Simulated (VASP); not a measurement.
# AlFe (Pm-3m) in VASP: single point with PBE

Aim: the single point of AlFe with PBE.

All numbers are computed with VASP 6.6.1; they aren't measurements. Logs are shortened: lines on timing, memory, paths and dates and some standing lists are left out, and cuts for length are marked.

**1. The cell of the first run**

Symmetry: Pm-3m, No. 221, cubic system. The conventional cell has a = 2.910 Å, b = 2.910 Å, c = 2.910 Å, α = 90.00°, β = 90.00°, γ = 90.00°. Al (site symmetry m-3m) has 8 Fe at 2.52 Å and 6 Al at 2.91 Å within 3.3 Å. Within 3.3 Å of Fe (site symmetry m-3m) lie 8 Al at 2.52 Å and 6 Fe at 2.91 Å.

**2. Single point, PBE, collinear spin, ferromagnetic start**

INCAR reads:

```
PREC = Accurate
ENCUT = 520
EDIFF = 1E-6
ISMEAR = -1
SIGMA = 0.05
LREAL = False
LASPH = True
NELM = 150
ALGO = Normal
ISIF = 2
LWAVE = False
LCHARG = False
ISPIN = 2
MAGMOM = 0 3
LORBIT = 11
LMAXMIX = 4
GGA = PE
NBANDS = 16
```

KPOINTS reads:

```
regular mesh
0
Gamma
  11 11 11
```

POSCAR reads:

```
AlFe
1.0
    2.9100000000      0.0000000000      0.0000000000
    0.0000000000      2.9100000000      0.0000000000
    0.0000000000      0.0000000000      2.9100000000
Al Fe
1 1
Direct
    0.0000000000      0.0000000000      0.0000000000
    0.5000000000      0.5000000000      0.5000000000
```

Potentials or basis: VASP PAW PBE potentials, release 64 (Al, Fe).

Launch:

```bash
cat potpaw_PBE.64/Al/POTCAR potpaw_PBE.64/Fe/POTCAR > POTCAR
mpirun -np 1 vasp_std > vasp.out
```

OUTCAR:

```text
PREC = Accurate
   ENCUT = 520
   EDIFF = 1E-6
   ISMEAR = -1
   LREAL = False
   LASPH = True
   NELM = 150
   ISIF = 2
   ISPIN = 2
   LORBIT = 11
   GGA = PE

 ion  position               nearest neighbor table
   1  0.000  0.000  0.000-   2 2.52   2 2.52   2 2.52   2 2.52   2 2.52   2 2.52   2 2.52   2 2.52

   2  0.500  0.500  0.500-   1 2.52   1 2.52   1 2.52   1 2.52   1 2.52   1 2.52   1 2.52   1 2.52

  LATTYP: Found a simple cubic cell.
 ALAT       =     2.9100000000

  Lattice vectors:

 A1 = (   2.9100000000,   0.0000000000,   0.0000000000)
 A2 = (   0.0000000000,   2.9100000000,   0.0000000000)
 A3 = (   0.0000000000,   0.0000000000,   2.9100000000)

Analysis of symmetry for initial positions (statically):
=====================================================================
 Subroutine PRICEL returns:
 Original cell was already a primitive cell.

 Routine SETGRP: Setting up the symmetry group for a
 simple cubic supercell.

 Subroutine GETGRP returns: Found 48 space group operations
 (whereof 48 operations were pure point group operations)
 out of a pool of 48 trial point group operations.

The static configuration has the point symmetry O_h .

Analysis of symmetry for dynamics (positions and initial velocities):
=====================================================================
 Subroutine PRICEL returns:
 Original cell was already a primitive cell.

 Routine SETGRP: Setting up the symmetry group for a
 simple cubic supercell.

 Subroutine GETGRP returns: Found 48 space group operations
 (whereof 48 operations were pure point group operations)
 out of a pool of 48 trial point group operations.

The dynamic configuration has the point symmetry O_h .

Analysis of structural, dynamic, and magnetic symmetry:
=====================================================================
 Subroutine PRICEL returns:
 Original cell was already a primitive cell.

 Routine SETGRP: Setting up the symmetry group for a
 simple cubic supercell.

 Subroutine GETGRP returns: Found 48 space group operations
 (whereof 48 operations were pure point group operations)
 out of a pool of 48 trial point group operations.

The overall configuration has the point symmetry O_h .

 Subroutine INISYM returns: Found 48 space group operations
 (whereof 48 operations are pure point group operations),
 and found     1 'primitive' translations

----------------------------------------------------------------------------------------

                                     Primitive cell

  volume of cell :      24.6422

  direct lattice vectors                    reciprocal lattice vectors
     2.910000000  0.000000000  0.000000000     0.343642612  0.000000000  0.000000000
     0.000000000  2.910000000  0.000000000     0.000000000  0.343642612  0.000000000
     0.000000000  0.000000000  2.910000000     0.000000000  0.000000000  0.343642612

  length of vectors
     2.910000000  2.910000000  2.910000000     0.343642612  0.343642612  0.343642612

  position of ions in fractional coordinates (direct lattice)
     0.000000000  0.000000000  0.000000000
     0.500000000  0.500000000  0.500000000

  ion indices of the primitive-cell ions
   primitive index   ion index
                 1           1
                 2           2

----------------------------------------------------------------------------------------

 KPOINTS: regular mesh

Automatic generation of k-mesh.
 Grid dimensions read from file:
 generate k-points for:   11   11   11

 Generating k-lattice:

  Cartesian coordinates                     Fractional coordinates (reciprocal lattice)
     0.031240237  0.000000000  0.000000000     0.090909091  0.000000000  0.000000000
     0.000000000  0.031240237  0.000000000     0.000000000  0.090909091  0.000000000
     0.000000000  0.000000000  0.031240237     0.000000000  0.000000000  0.090909091

  Length of vectors
     0.031240237  0.031240237  0.031240237

  Shift w.r.t. Gamma in fractional coordinates (k-lattice)
     0.000000000  0.000000000  0.000000000

 Subroutine IBZKPT returns following result:
 ===========================================

 Found     56 irreducible k-points:

 Following reciprocal coordinates:
            Coordinates               Weight
  0.000000  0.000000  0.000000      1.000000
  0.090909  0.000000  0.000000      6.000000
  0.181818  0.000000  0.000000      6.000000
  0.272727  0.000000  0.000000      6.000000
  0.363636  0.000000  0.000000      6.000000
  0.454545  0.000000  0.000000      6.000000
[... 16 lines left out ...]
  0.181818  0.090909  0.090909     24.000000
  0.272727  0.090909  0.090909     24.000000
 [... further k-points ...]
   k-points           NKPTS =     56   k-points in BZ     NKDIM =     56   number of bands    NBANDS=     16
   number of dos      NEDOS =    301   number of ions     NIONS =      2
   total plane-waves  NPLWV =  13824
   dimension x,y,z NGX =    24 NGY =   24 NGZ =   24
   dimension x,y,z NGXF=    48 NGYF=   48 NGZF=   48
   ions per type =               1   1
   NGX,Y,Z   is equivalent  to a cutoff of  13.71, 13.71, 13.71 a.u.
   NGXF,Y,Z  is equivalent  to a cutoff of  27.42, 27.42, 27.42 a.u.
 SYSTEM =  unknown system
   PREC   = accura    normal or accurate (medium, high low for compatibility)
   ISTART =      0    job   : 0-new  1-cont  2-samecut
   ICHARG =      2    charge: 1-file 2-atom 10-const
   ISPIN  =      2    spin polarized calculation?
   LNONCOLLINEAR =      F non collinear calculations
   LSORBIT =      F    spin-orbit coupling
   LASPH  =      T    aspherical Exc in radial PAW
   ENCUT  =  520.0 eV  38.22 Ry    6.18 a.u.   5.41  5.41  5.41*2*pi/ulx,y,z
   NELM   =    150;   NELMIN=  2; NELMDL= -5     # of ELM steps
   EDIFF  = 0.1E-05   stopping-criterion for ELM
   LREAL  =      F    real-space projection
   EDIFFG = 0.1E-04   stopping-criterion for IOM
   NSW    =      0    number of steps for IOM
   IBRION =     -1    ionic relax: 0-MD 1-quasi-New 2-CG
   NFREE  =      0    steps in history (QN), initial steepest desc. (CG)
   ISIF   =      2    stress and relaxation
   ISYM   =      2    0-nonsym 1-usesym 2-fastsym
   POTIM  = 0.5000    time-step for ionic-motion
   TEBEG  =    0.0;   TEEND  =   0.0 temperature during run
   PSTRESS=    0.0 pullay stress
   NELECT =      11.0000    total number of electrons
   NUPDOWN=      -1.0000    fix difference up-down
   EMIN   =  10.00;   EMAX   =-10.00  energy-range for DOS
   EFERMI =   0.00;   METHOD = LEGACY
   ISMEAR =    -1;   SIGMA  =   0.05  broadening in eV -4-tet -1-fermi 0-gaus
   EFERMI_NEDOS =   21; number of points for ismear=-14 and -15
   IALGO  =     38    algorithm
   IMIX   =      4    mixing-type and parameters
     AMIX     =   0.40;   BMIX     =  1.00
     AMIX_MAG =   1.60;   BMIX_MAG =  1.00
  volume/ion in A,a.u.               =      12.32        83.15
  Fermi-wavevector in a.u.,A,eV,Ry     =   1.251160  2.364349 21.298567  1.565401
  Thomas-Fermi vector in A             =   2.385120
   LORBIT       =     11    0 simple, 1 ext, 2 COOP (PROOUT), +10 PAW based schemes
   GGA     = PE    functional components
   LHFCALC =     F    Hartree Fock is set to
   AEXX    =    0.0000 exact exchange contribution
   IVDW    =     0    specifies the selected vdW correction
   LEPSILON=     F    determine dielectric tensor
   LRPA    =     F    only Hartree local field effects (RPA)
 spin polarized calculation
  energy-cutoff  :      520.00
  volume of cell :       24.64
 maximum number of plane-waves:       691
 NGX is ok and might be reduce to    24
   NGX = 11   NGY = 11   NGZ = 11

 number of electron      10.9999994 magnetization       0.7104938

 Free energy of the ion-electron system (eV)
  ---------------------------------------------------
  ext. energy  EPLUGINS =         0.00000000
  ---------------------------------------------------
  free energy    TOTEN  =       -12.63979787 eV

  energy without entropy =      -12.62063386  energy(sigma->0) =      -12.63021586

 E-fermi :   7.6645     XC(G=0): -11.9716

 val. band max:        7.6606533742   @ k =   0.4545   0.3636   0.2727
 cond. band min:       7.6781493415   @ k =   0.4545   0.2727   0.0000
 fundamental gap:      0.0174959672
 Fermi energy:         7.6644691886

 spin component 1

 k-point     1 :       0.0000    0.0000    0.0000
  band No.  band energies     occupation
      1      -2.5611      1.00000
      2       5.2434      1.00000
      3       5.2434      1.00000
      4       7.2384      0.99980
      5       7.2384      0.99980
      6       7.2384      0.99980
[... 8 lines left out ...]
     15      28.9505      0.00000
     16      30.8776      0.00000
[... 419 lines left out ...]
 k-point    24 :       0.2727    0.0909    0.0909
  band No.  band energies     occupation
      1      -0.9478      1.00000
      2       4.7713      1.00000
      3       5.5727      1.00000
      4       6.5877      1.00000
      5       6.6337      1.00000
      6       7.1479      0.99997
[... 8 lines left out ...]
     15      27.4578      0.00000
     16      27.5181      0.00000

 [... further k-points ...]

 spin component 2

 k-point     1 :       0.0000    0.0000    0.0000
  band No.  band energies     occupation
      1      -2.5585      1.00000
      2       5.6309      1.00000
      3       5.6309      1.00000
      4       8.0811      0.00024
      5       8.0811      0.00024
      6       8.0811      0.00024
[... 8 lines left out ...]
     15      28.9873      0.00000
     16      30.8543      0.00000
[... 419 lines left out ...]
 k-point    24 :       0.2727    0.0909    0.0909
  band No.  band energies     occupation
      1      -0.9454      1.00000
      2       4.9900      1.00000
      3       5.9850      1.00000
      4       7.3260      0.99885
      5       7.3615      0.99767
      6       7.9740      0.00205
[... 8 lines left out ...]
     15      27.5159      0.00000
     16      27.5679      0.00000

 [... further k-points ...]
[... 5 lines left out ...]
  --------------------------------------------------------------------------------------
  -------------------------------------------------------------------------------------
  Total       -0.9194020     -0.9194020     -0.9194020      0.0000000      0.0000000     -0.0000000
  in kB      -59.7774028    -59.7774028    -59.7774028      0.0000000      0.0000000     -0.0000000
  external PRESSURE =     -59.7774028 kB  Pullay stress =       0.0000000 kB

 VOLUME and BASIS-vectors are now :
 -----------------------------------------------------------------------------
  energy-cutoff  :      520.00
  volume of cell :       24.64
      direct lattice vectors                 reciprocal lattice vectors
     2.910000000  0.000000000  0.000000000     0.343642612  0.000000000  0.000000000
     0.000000000  2.910000000  0.000000000     0.000000000  0.343642612  0.000000000
     0.000000000  0.000000000  2.910000000     0.000000000  0.000000000  0.343642612

 POSITION                                       TOTAL-FORCE (eV/Angst)
 -----------------------------------------------------------------------------------
      0.00000      0.00000      0.00000         0.000000      0.000000      0.000000
      1.45500      1.45500      1.45500         0.000000      0.000000      0.000000
 -----------------------------------------------------------------------------------
    total drift:                                0.000000     -0.000000     -0.000000

  FREE ENERGIE OF THE ION-ELECTRON SYSTEM (eV)
  ---------------------------------------------------
  free  energy   TOTEN  =       -12.6397978683 eV

  energy  without entropy=      -12.6206338576  energy(sigma->0) =      -12.63021586

 total charge

# of ion       s       p       d       tot
------------------------------------------
    1        0.395   0.420   0.000   0.816
    2        0.416   0.474   6.452   7.343
--------------------------------------------------
tot          0.812   0.895   6.452   8.158

 magnetization (x)

# of ion       s       p       d       tot
------------------------------------------
    1       -0.008  -0.017   0.000  -0.025
    2        0.000   0.008   0.746   0.754
--------------------------------------------------
tot         -0.008  -0.009   0.746   0.729
```

Wall time 16 s (1 thread of Intel Xeon 6975P-C (Granite Rapids), shared host); peak memory 0.17 GiB.

Results:

| Property | Result |
| --- | --- |
| Free energy | -12.6398 eV |
| Pressure | -6.0 GPa |
| Net moment | 0.71 μB per cell |
| Site moments | Al -0.03; Fe +0.75 μB |
| Valence electrons inside the program's atomic spheres | Al 0.82; Fe 7.34 |
